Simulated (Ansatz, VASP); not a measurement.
## Two plane-wave programs on BeTe

```xyz
16
Lattice="6.9715 0.0000 0.0000 0.0000 6.8334 0.0000 0.0000 0.0000 8.0115" Properties=species:S:1:pos:R:3 pbc="T T T"
Be    2.8790    1.1182    6.9507
Be    6.3647    2.2985    1.0608
Be    4.0925    5.7153    1.0608
Be    0.6067    4.5349    6.9507
Be    0.6067    5.7153    2.9450
Be    4.0925    4.5349    5.0665
Be    2.8790    2.2985    2.9450
Be    6.3647    1.1182    5.0665
Te    0.6325    2.0581    6.9415
Te    4.1182    1.3587    1.0700
Te    2.8533    5.4748    6.9415
Te    6.3390    4.7754    1.0700
Te    2.8533    4.7754    2.9358
Te    6.3390    5.4748    5.0757
Te    4.1182    2.0581    5.0757
Te    0.6325    1.3587    2.9358
```

Alike in both runs: functional PBE; k mesh 4 × 4 × 4; occupations gaussian, width 0.1 eV; no spin polarisation.

Ansatz relaxed the structure, and its values are those at the end. VASP's run is a single point on that final structure, the one shown.

|  | VASP | Ansatz |
| --- | --- | --- |
| version | VASP 6.6.1 | Ansatz 0.2.0 |
| potentials or method | VASP PAW PBE potentials, release 64 (Be, Te), cutoff 520 eV | scalar-relativistic, plane waves, PAW |
| valence electrons in the cell | 64 | 144 |

Ansatz gave:

```
gap on the k mesh at the Fermi level (eV) : 2.26
least direct gap on the mesh (eV)         : 2.32
pressure (GPa)                            : 0.0
```

**Question.** What did VASP give for the same quantities?

**Answer.** gap on the k mesh at the Fermi level (eV): 2.25; least direct gap on the mesh (eV): 2.30; pressure (GPa): 0.2.

VASP's potentials hold 64 valence electrons a cell and Ansatz's 144, so a difference there can come from the potentials and not from the codes.

Spin-orbit coupling is off throughout.
